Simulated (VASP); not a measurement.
Here is a VASP 6.6.1 calculation.

Contents of POSCAR:

```
InP
1.0
    0.0000000000      2.9598050000      2.9305000000
    2.9305000000      0.0000000000      2.9305000000
    2.9305000000      2.9598050000      0.0000000000
In P
1 1
Direct
    0.0000000000      0.0000000000      0.0000000000
    0.7500000000      0.7500000000      0.7500000000
```

INCAR.step1

```
SYSTEM = InP
PREC     = Accurate       ! precision mode
ENCUT    = 520            ! plane-wave cutoff, eV
ISMEAR   = 0              ! smearing method
SIGMA    = 0.05           ! smearing width, eV
LREAL    = .FALSE.        ! projectors in reciprocal space
LASPH    = .TRUE.         ! aspherical terms in the spheres
NELM     = 60             ! most SCF steps
NBANDS   = 16             ! bands
GGA      = PE             ! functional
ALGO     = Normal         ! electronic algorithm
EDIFF    = 1E-4           ! SCF threshold, eV
LWAVE    = .TRUE.         ! write WAVECAR
LCHARG   = .FALSE.        ! write CHGCAR
```

The input INCAR.step2:

```
SYSTEM = InP
PREC     = Accurate       ! precision mode
ENCUT    = 520            ! plane-wave cutoff, eV
EDIFF    = 1E-6           ! SCF threshold, eV
ISMEAR   = 0              ! smearing method
SIGMA    = 0.05           ! smearing width, eV
LREAL    = .FALSE.        ! projectors in reciprocal space
LASPH    = .TRUE.         ! aspherical terms in the spheres
NELM     = 60             ! most SCF steps
ALGO     = Normal         ! electronic algorithm
ISIF     = 2              ! what is computed and relaxed
LWAVE    = .FALSE.        ! write WAVECAR
LCHARG   = .FALSE.        ! write CHGCAR
METAGGA  = R2SCAN         ! meta-GGA
LMIXTAU  = .TRUE.       
NBANDS   = 16             ! bands
ISTART   = 1
```

KPOINTS

```
regular mesh
0
G
  8 8 8
  0 0 0
```

Potentials or basis: VASP PAW PBE potentials, release 64 (In_d, P).

Command:

```sh
$ cat potpaw_PBE.64/In_d/POTCAR potpaw_PBE.64/P/POTCAR > POTCAR
$ cp INCAR.step1 INCAR
$ mpirun -np 1 vasp_std > vasp.out
$ cp INCAR.step2 INCAR
$ mpirun -np 1 vasp_std > vasp.out
```

(1) What does it give for the pressure?

(2) Predict the band gap on the k mesh.

## Answers

(1) 0.8 GPa.

(2) 1.09 eV.

Caveat: the cell differs from its parent crystal (strain +0.0100 x Voigt [0, 1, 0, 0, 0, 0]); the PAW data sets were made with another functional, which shifts forces and pressure a little; spin-orbit coupling is left out, which moves the levels of the heavy elements.
